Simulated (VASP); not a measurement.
# C (Fd-3m) in VASP: single point with PBE

Aim: the single point of C with PBE.

Program: VASP 6.6.1. These are calculated values, not measurements. Logs are shortened: lines on timing, memory, paths and dates and some standing lists are left out, and cuts for length are marked.

**1. The cell of the first run**

It takes space group Fd-3m (No. 227, cubic). The conventional cell has a = 3.550 Å, b = 3.550 Å, c = 3.550 Å, α = 90.00°, β = 90.00°, γ = 90.00°. Within 2.0 Å of C (site symmetry -43m) lie 4 C at 1.54 Å.

**2. Single point, PBE**

File INCAR:

```
PREC = Accurate
ENCUT = 520
EDIFF = 1E-7
ISMEAR = 0
SIGMA = 0.05
LREAL = False
LASPH = True
NELM = 60
ALGO = Normal
ISIF = 2
LWAVE = False
LCHARG = True
GGA = PE
LELF = True
LVHAR = True
NBANDS = 11
```

File KPOINTS:

```
regular mesh
0
Gamma
  10 10 10
```

File POSCAR:

```
C
1.0
    0.0000000000      1.7750000000      1.7750000000
    1.7750000000      0.0000000000      1.7750000000
    1.7750000000      1.7750000000      0.0000000000
C
2
Direct
    0.7500000000      0.7500000000      0.7500000000
    0.5000000000      0.5000000000      0.5000000000
```

Potentials or basis: VASP PAW PBE potentials, release 64 (C).

Launch:

```
$ cat potpaw_PBE.64/C/POTCAR > POTCAR
$ mpirun -np 1 vasp_std > vasp.out
```

OUTCAR:

```text
PREC = Accurate
   ENCUT = 520
   EDIFF = 1E-7
   ISMEAR = 0
   LREAL = False
   LASPH = True
   NELM = 60
   ISIF = 2
   GGA = PE

 ion  position               nearest neighbor table
   1  0.750  0.750  0.750-   2 1.54   2 1.54   2 1.54   2 1.54
   2  0.500  0.500  0.500-   1 1.54   1 1.54   1 1.54   1 1.54

  LATTYP: Found a face centered cubic cell.
 ALAT       =     3.5500000000

  Lattice vectors:

 A1 = (   0.0000000000,   1.7750000000,   1.7750000000)
 A2 = (   1.7750000000,   0.0000000000,   1.7750000000)
 A3 = (   1.7750000000,   1.7750000000,   0.0000000000)

Analysis of symmetry for initial positions (statically):
=====================================================================
 Subroutine PRICEL returns:
 Original cell was already a primitive cell.

 Routine SETGRP: Setting up the symmetry group for a
 face centered cubic supercell.

 Subroutine GETGRP returns: Found 48 space group operations
 (whereof 24 operations were pure point group operations)
 out of a pool of 48 trial point group operations.

The static configuration has the point symmetry T_d .
 The point group associated with its full space group is O_h .

Analysis of symmetry for dynamics (positions and initial velocities):
=====================================================================
 Subroutine PRICEL returns:
 Original cell was already a primitive cell.

 Routine SETGRP: Setting up the symmetry group for a
 face centered cubic supercell.

 Subroutine GETGRP returns: Found 48 space group operations
 (whereof 24 operations were pure point group operations)
 out of a pool of 48 trial point group operations.

The dynamic configuration has the point symmetry T_d .
 The point group associated with its full space group is O_h .

 Subroutine INISYM returns: Found 48 space group operations
 (whereof 24 operations are pure point group operations),
 and found     1 'primitive' translations

----------------------------------------------------------------------------------------

                                     Primitive cell

  volume of cell :      11.1847

  direct lattice vectors                    reciprocal lattice vectors
     0.000000000  1.775000000  1.775000000    -0.281690141  0.281690141  0.281690141
     1.775000000  0.000000000  1.775000000     0.281690141 -0.281690141  0.281690141
     1.775000000  1.775000000  0.000000000     0.281690141  0.281690141 -0.281690141

  length of vectors
     2.510229073  2.510229073  2.510229073     0.487901636  0.487901636  0.487901636

  position of ions in fractional coordinates (direct lattice)
     0.750000000  0.750000000  0.750000000
     0.500000000  0.500000000  0.500000000

  ion indices of the primitive-cell ions
   primitive index   ion index
                 1           1
                 2           2

----------------------------------------------------------------------------------------

 KPOINTS: regular mesh

Automatic generation of k-mesh.
 Grid dimensions read from file:
 generate k-points for:   10   10   10

 Generating k-lattice:

  Cartesian coordinates                     Fractional coordinates (reciprocal lattice)
    -0.028169014  0.028169014  0.028169014     0.100000000  0.000000000  0.000000000
     0.028169014 -0.028169014  0.028169014     0.000000000  0.100000000  0.000000000
     0.028169014  0.028169014 -0.028169014     0.000000000  0.000000000  0.100000000

  Length of vectors
     0.048790164  0.048790164  0.048790164

  Shift w.r.t. Gamma in fractional coordinates (k-lattice)
     0.000000000  0.000000000  0.000000000

 Subroutine IBZKPT returns following result:
 ===========================================

 Found     47 irreducible k-points:

 Following reciprocal coordinates:
            Coordinates               Weight
  0.000000  0.000000  0.000000      1.000000
  0.100000  0.000000  0.000000      8.000000
  0.200000  0.000000  0.000000      8.000000
  0.300000  0.000000  0.000000      8.000000
  0.400000  0.000000  0.000000      8.000000
  0.500000  0.000000  0.000000      4.000000
[... 16 lines left out ...]
  0.300000  0.300000  0.000000      6.000000
  0.400000  0.300000  0.000000     24.000000
 [... further k-points ...]
   k-points           NKPTS =     47   k-points in BZ     NKDIM =     47   number of bands    NBANDS=     11
   number of dos      NEDOS =    301   number of ions     NIONS =      2
   total plane-waves  NPLWV =   8000
   dimension x,y,z NGX =    20 NGY =   20 NGZ =   20
   dimension x,y,z NGXF=    40 NGYF=   40 NGZF=   40
   ions per type =               2
   NGX,Y,Z   is equivalent  to a cutoff of  13.25, 13.25, 13.25 a.u.
   NGXF,Y,Z  is equivalent  to a cutoff of  26.49, 26.49, 26.49 a.u.
 SYSTEM =  unknown system
   PREC   = accura    normal or accurate (medium, high low for compatibility)
   ISTART =      0    job   : 0-new  1-cont  2-samecut
   ICHARG =      2    charge: 1-file 2-atom 10-const
   ISPIN  =      1    spin polarized calculation?
   LNONCOLLINEAR =      F non collinear calculations
   LSORBIT =      F    spin-orbit coupling
   LASPH  =      T    aspherical Exc in radial PAW
   ENCUT  =  520.0 eV  38.22 Ry    6.18 a.u.   4.67  4.67  4.67*2*pi/ulx,y,z
   NELM   =     60;   NELMIN=  2; NELMDL= -5     # of ELM steps
   EDIFF  = 0.1E-06   stopping-criterion for ELM
   LREAL  =      F    real-space projection
   EDIFFG = 0.1E-05   stopping-criterion for IOM
   NSW    =      0    number of steps for IOM
   IBRION =     -1    ionic relax: 0-MD 1-quasi-New 2-CG
   NFREE  =      0    steps in history (QN), initial steepest desc. (CG)
   ISIF   =      2    stress and relaxation
   ISYM   =      2    0-nonsym 1-usesym 2-fastsym
   POTIM  = 0.5000    time-step for ionic-motion
   TEBEG  =    0.0;   TEEND  =   0.0 temperature during run
   PSTRESS=    0.0 pullay stress
   NELECT =       8.0000    total number of electrons
   NUPDOWN=      -1.0000    fix difference up-down
   EMIN   =  10.00;   EMAX   =-10.00  energy-range for DOS
   EFERMI =   0.00;   METHOD = LEGACY
   ISMEAR =     0;   SIGMA  =   0.05  broadening in eV -4-tet -1-fermi 0-gaus
   EFERMI_NEDOS =   21; number of points for ismear=-14 and -15
   IALGO  =     38    algorithm
   IMIX   =      4    mixing-type and parameters
     AMIX     =   0.40;   BMIX     =  1.00
     AMIX_MAG =   1.60;   BMIX_MAG =  1.00
  volume/ion in A,a.u.               =       5.59        37.74
  Fermi-wavevector in a.u.,A,eV,Ry     =   1.464074  2.766699 29.164275  2.143514
  Thomas-Fermi vector in A             =   2.580094
   LORBIT       =      0    0 simple, 1 ext, 2 COOP (PROOUT), +10 PAW based schemes
   GGA     = PE    functional components
   LHFCALC =     F    Hartree Fock is set to
   AEXX    =    0.0000 exact exchange contribution
   IVDW    =     0    specifies the selected vdW correction
   LEPSILON=     F    determine dielectric tensor
   LRPA    =     F    only Hartree local field effects (RPA)
 non-spin polarized calculation
 Gauss-broadening in eV      SIGMA  =   0.05
  energy-cutoff  :      520.00
  volume of cell :       11.18
 maximum number of plane-waves:       311
   NGX =  9   NGY =  9   NGZ =  9

 number of electron       7.9999999 magnetization

 Free energy of the ion-electron system (eV)
  ---------------------------------------------------
  ext. energy  EPLUGINS =         0.00000000
  ---------------------------------------------------
  free energy    TOTEN  =       -18.17938119 eV

  energy without entropy =      -18.17938119  energy(sigma->0) =      -18.17938119

 E-fermi :  10.1449     XC(G=0): -13.3219

 val. band max:        9.9353571294   @ k =   0.0000   0.0000   0.0000
 cond. band min:      14.1348326242   @ k =   0.4000   0.4000   0.0000
 fundamental gap:      4.1994754948
 Fermi energy:        10.1448857183

 k-point     1 :       0.0000    0.0000    0.0000
  band No.  band energies     occupation
      1     -11.7327      2.00000
      2       9.9354      2.00000
      3       9.9354      2.00000
      4       9.9354      2.00000
      5      15.5641      0.00000
      6      15.5641      0.00000
      7      15.5641      0.00000
      8      23.5924      0.00000
      9      29.4107      0.00000
     10      36.6253      0.00000
     11      36.6253      0.00000

 k-point     2 :       0.1000    0.0000    0.0000
  band No.  band energies     occupation
      1     -11.4530      2.00000
      2       8.2410      2.00000
      3       9.4819      2.00000
      4       9.4819      2.00000
      5      16.1599      0.00000
      6      16.1599      0.00000
      7      16.5313      0.00000
      8      23.8143      0.00000
      9      29.8583      0.00000
     10      34.0684      0.00000
     11      34.0684      0.00000

 k-point     3 :       0.2000    0.0000    0.0000
  band No.  band energies     occupation
      1     -10.6194      2.00000
      2       5.0041      2.00000
      3       8.5937      2.00000
      4       8.5937      2.00000
      5      17.3051      0.00000
      6      17.3051      0.00000
      7      17.7842      0.00000
      8      24.4250      0.00000
      9      30.6258      0.00000
     10      32.5403      0.00000
     11      32.5403      0.00000

 k-point     4 :       0.3000    0.0000    0.0000
  band No.  band energies     occupation
      1      -9.2512      2.00000
      2       1.5722      2.00000
      3       7.7932      2.00000
      4       7.7932      2.00000
      5      18.1327      0.00000
      6      18.1327      0.00000
      7      18.5197      0.00000
      8      25.1647      0.00000
      9      30.9708      0.00000
     10      32.8197      0.00000
     11      32.8197      0.00000
[... 239 lines left out ...]
 k-point    22 :      -0.2000    0.2000    0.0000
  band No.  band energies     occupation
      1      -8.7990      2.00000
      2       2.8997      2.00000
      3       3.8535      2.00000
      4       7.9238      2.00000
      5      18.5000      0.00000
      6      18.6106      0.00000
      7      20.5480      0.00000
      8      23.7996      0.00000
      9      30.0654      0.00000
     10      31.1007      0.00000
     11      34.1373      0.00000

 k-point    23 :       0.3000    0.3000    0.0000
  band No.  band energies     occupation
      1      -8.4280      2.00000
      2       3.8250      2.00000
      3       4.9809      2.00000
      4       4.9809      2.00000
      5      14.2029      0.00000
      6      18.6778      0.00000
      7      23.1814      0.00000
      8      23.1814      0.00000
      9      31.0323      0.00000
     10      33.0137      0.00000
     11      40.8761      0.00000

 k-point    24 :       0.4000    0.3000    0.0000
  band No.  band energies     occupation
      1      -7.0954      2.00000
      2       1.8279      2.00000
      3       3.8736      2.00000
      4       4.5043      2.00000
      5      14.7647      0.00000
      6      18.0086      0.00000
      7      24.1810      0.00000
      8      24.2507      0.00000
      9      31.9469      0.00000
     10      33.0561      0.00000
     11      40.9161      0.00000

 [... further k-points ...]
[... 5 lines left out ...]
  --------------------------------------------------------------------------------------
  -------------------------------------------------------------------------------------
  Total        0.6197726      0.6197726      0.6197726     -0.0000000     -0.0000000      0.0000000
  in kB       88.7805621     88.7805621     88.7805621     -0.0000000     -0.0000000      0.0000000
  external PRESSURE =      88.7805621 kB  Pullay stress =       0.0000000 kB

 VOLUME and BASIS-vectors are now :
 -----------------------------------------------------------------------------
  energy-cutoff  :      520.00
  volume of cell :       11.18
      direct lattice vectors                 reciprocal lattice vectors
     0.000000000  1.775000000  1.775000000    -0.281690141  0.281690141  0.281690141
     1.775000000  0.000000000  1.775000000     0.281690141 -0.281690141  0.281690141
     1.775000000  1.775000000  0.000000000     0.281690141  0.281690141 -0.281690141

 POSITION                                       TOTAL-FORCE (eV/Angst)
 -----------------------------------------------------------------------------------
      2.66250      2.66250      2.66250        -0.000000     -0.000000      0.000000
      1.77500      1.77500      1.77500         0.000000      0.000000     -0.000000
 -----------------------------------------------------------------------------------
    total drift:                                0.000000     -0.000000      0.000000

  FREE ENERGIE OF THE ION-ELECTRON SYSTEM (eV)
  ---------------------------------------------------
  free  energy   TOTEN  =       -18.1793811905 eV

  energy  without entropy=      -18.1793811905  energy(sigma->0) =      -18.17938119
```

Wall time 4.9 s (1 thread of Intel Xeon Platinum 8259CL at 2.50GHz (Skylake/Cascade Lake), shared host); peak memory 0.12 GiB.

Results:

```yaml
Free_energy: -18.1794 eV
Pressure: 8.9 GPa
Band_gap_on_the_k_mesh: 4.20 eV, indirect (least direct gap 5.63 eV)
```

A k mesh can miss the band edges. As with any semilocal functional, this PBE gap is likely too small.
